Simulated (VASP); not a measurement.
Set up this calculation in VASP 6.6.1, as the native input.

* Task: single point
* Functional: LDA
* Potentials or basis: VASP PAW LDA potentials, release 64 (Mg, Cd, N)
* Cutoff: 520 eV
* k mesh: 12 × 12 × 6
* Occupations: gaussian, width 0.03 eV
* Spin: no spin polarisation
* Dipole correction: no
* Further INCAR settings: ALGO = Normal; EDIFF = 1e-07; NBANDS = 21

The structure of Mg2CdN2 lies in POSCAR:

```
Mg2CdN2
1.0
    3.6949978948      0.0000000000      0.0000000000
   -1.8474989474      3.1999620438      0.0000000000
    0.0000000000      0.0000000000      5.5051245259
Mg Cd N
2 1 2
Direct
    0.6666666667      0.3333333333      0.1534420000
    0.3333333333      0.6666666667      0.8465580000
    0.0000000000      0.0000000000      0.5000000000
    0.6666666667      0.3333333333      0.7722310000
    0.3333333333      0.6666666667      0.2277690000
```

This cell differs from its parent crystal: strain +0.040 along x and y, -0.080 along z.

One way to write it, as run:

INCAR

```
  PREC = Accurate
  ENCUT = 520
  EDIFF = 1E-7
  ISMEAR = 0
  SIGMA = 0.03
  LREAL = False
  LASPH = True
  NELM = 100
  ALGO = Normal
  ISIF = 2
  LWAVE = False
  LCHARG = False
  NBANDS = 21
```

KPOINTS

```
regular mesh
0
Gamma
  12 12 6
```

Potentials or basis: VASP PAW LDA potentials, release 64 (Mg, Cd, N).

The run is started by

```bash
$ cat potpaw_LDA.64/Mg/POTCAR potpaw_LDA.64/Cd/POTCAR potpaw_LDA.64/N/POTCAR > POTCAR
$ mpirun -np 1 vasp_std > vasp.out
```

It gave:

```json
{"Pressure": "-8.8 GPa", "Largest force": "0.366 eV/Å", "Band gap on the k mesh": "0.25 eV (least direct gap 0.52 eV)"}
```

Caveat: the cell differs from its parent crystal (strain +0.040 along x and y, -0.080 along z); the cell stands under tension.

Run time: 2.3 min on 1 thread of Intel Xeon 8259CL, with other jobs on the host, peak memory 0.26 GiB.
